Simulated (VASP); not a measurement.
A run of VASP 6.6.1 is set up as follows.

The input INCAR:

```
PREC = Accurate ; ENCUT = 600
EDIFF = 1E-7 ; ISMEAR = -1
SIGMA = 0.05 ; LREAL = F
LASPH = T ; NELM = 60
ALGO = Normal ; ISIF = 3
LWAVE = F ; LCHARG = F
GGA = PS ; IBRION = 2
NSW = 60 ; EDIFFG = -0.005
```

File KPOINTS:

```
regular mesh
0
Gamma
  14 14 14
```

POSCAR

```
Si2Mo
1.0
   -1.5502181398      1.5502181398      3.7980344424
    1.5502181398     -1.5502181398      3.7980344424
    1.5502181398      1.5502181398     -3.7980344424
Mo Si
1 2
Direct
    0.0000000000      0.0000000000      0.0000000000
    0.3350000000      0.3350000000      0.0000000000
   -0.3350000000     -0.3350000000      0.0000000000
```

Potentials or basis: VASP PAW PBE potentials, release 64 (Mo_sv, Si).

Launch:

```sh
$ cat potpaw_PBE.64/Mo_sv/POTCAR potpaw_PBE.64/Si/POTCAR > POTCAR
$ mpirun -np 1 vasp_std > vasp.out
```

Q: Estimate the band gap on the k mesh.

A: Zero (band 11 reaches 12.81 eV, above the bottom of band 12 at 11.85 eV).

Q: What does it give for the relaxed volume?

A: 13.29 Å³/atom.

Step by step:
| step | energy change (eV) | largest force (eV/Å) | pressure (GPa) | volume (Å³) |
| --- | --- | --- | --- | --- |
| 1 | 0.0000 | 0.2171 | 23.63 | 36.51 |
| 2 | 0.4200 | 0.4751 | -25.08 | 46.84 |
| 3 | -0.2269 | 0.1079 | -0.88 | 39.99 |
| 4 | -0.2275 | 0.0964 | -0.03 | 39.84 |
| 5 | -0.2274 | 0.0911 | 0.35 | 39.77 |
| 6 | -0.2283 | 0.0124 | 0.25 | 39.82 |
| 7 | -0.2283 | 0.0237 | 0.27 | 39.81 |
| 8 | -0.2283 | 0.0077 | -0.34 | 39.92 |
| 9 | -0.2284 | 0.0149 | -0.07 | 39.87 |
| 10 | -0.2284 | 0.0014 | 0.01 | 39.86 |

Caveat: the PAW data sets were made with another functional, which shifts forces and pressure a little.
